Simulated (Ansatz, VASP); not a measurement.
## Gd: VASP beside Ansatz

File INCAR:

```
  ALGO = Normal
  EDIFF = 1E-7
  ENCUT = 520
  GGA = PE
  ISIF = 2
  ISMEAR = 0
  ISPIN = 2
  LASPH = True
  LCHARG = False
  LDAU = True
  LDAUJ = 0
  LDAUL = 3
  LDAUPRINT = 1
  LDAUTYPE = 2
  LDAUU = 6
  LMAXMIX = 6
  LORBIT = 11
  LREAL = False
  LWAVE = False
  MAGMOM = 8.25 8.25
  NBANDS = 29
  NELM = 150
  PREC = Accurate
  SIGMA = 0.05
```

KPOINTS

```
k-points
0
Gamma
  14 14 8
```

The input POSCAR:

```
Gd
1.0
    3.6533757616      0.0000000000      0.0000000000
   -1.8266878808      3.1639162191      0.0000000000
    0.0000000000      0.0000000000      5.8476014095
Gd
2
Direct
    0.3333333333      0.6666666667      0.2500000000
    0.6666666667      0.3333333333      0.7500000000
```

Input for Ansatz:

```yaml
crystal:
  lattice:
    - [3.6533757616, 0.0, 0.0]
    - [-1.8266878808, 3.1639162191, 0.0]
    - [0.0, 0.0, 5.8476014095]
  atoms:
    - { symbol: Gd, position: [0.3333333333, 0.6666666667, 0.25], spin: 8.25 }
    - { symbol: Gd, position: [0.6666666667, 0.3333333333, 0.75], spin: 8.25 }
basis:
  ecutwfc: 420
  ecutrho_ratio: 4
kpoints:
  mp_grid: { grid: [14, 14, 8] }
  band_path:
    path:
      - [[0.0, 0.0, 0.0], [0.5, 0.0, 0.0], [0.33333333, 0.33333333, 0.0], [0.0, 0.0, 0.0], [0.0, 0.0, 0.5], [0.5, 0.0, 0.5], [0.33333333, 0.33333333, 0.5], [0.0, 0.0, 0.5]]
      - [[0.5, 0.0, 0.5], [0.5, 0.0, 0.0]]
      - [[0.33333333, 0.33333333, 0.5], [0.33333333, 0.33333333, 0.0]]
    npoints: 14
hamiltonian:
  xc: pbe
  hubbard: { sites: [{ species: Gd, l: f, u_eff: 6.0 }] }
scf:
  occupations: { method: gaussian, width: 0.05 }
  lower_state_search: "off"
  n_extra_bands: 25
output:
  forces: true
  stress: true
  eigenvalues: true
  populations: true
  hubbard: { sites: [{ species: Gd, l: f }] }
  dos: { projected: true, de: 0.02, nscf_kmesh: { grid: [21, 21, 12] } }
  bader: true
magnetization:
  spin_polarized: true
checkpoint:
  read: start.run
  write: ck
  compress: false
  write_wavefunctions: false
  write_every: 100000
```

Alike in both runs: task single point; functional PBE; k mesh 14 × 14 × 8; occupations gaussian, width 0.05 eV; collinear spin; Hubbard terms Gd f U = 6.0 eV.

```csv
,VASP,Ansatz
version,VASP 6.6.1,Ansatz 0.2.0
potentials or method,"VASP PAW PBE potentials, release 64 (Gd), cutoff 520 eV","scalar-relativistic, plane waves, PAW"
valence electrons in the cell,36,36
```

VASP gave:

- gap on the k mesh at the Fermi level (eV): none
- pressure (GPa): 0.2
- traceless stress, the component that is largest in VASP (GPa): 0.04
- net moment per atom (μB): 7.80
- size of the moment on the site where the two differ most (μB): 7.11

Q: Which values does Ansatz return?

A: gap on the k mesh at the Fermi level (eV): none; pressure (GPa): 0.0; traceless stress, the component that is largest in VASP (GPa): 0.10; net moment per atom (μB): 7.80; size of the moment on the site where the two differ most (μB): 7.50.

Site moments also hang on the region over which each program counts them. The programs project onto different local orbitals, so the same U acts differently, and such runs can settle in different states. A gap of «none» marks a metal or a gap that the smearing closes. Ansatz's warnings: filled band counts differ across k points, stability check not made.

Spin-orbit coupling is off throughout.
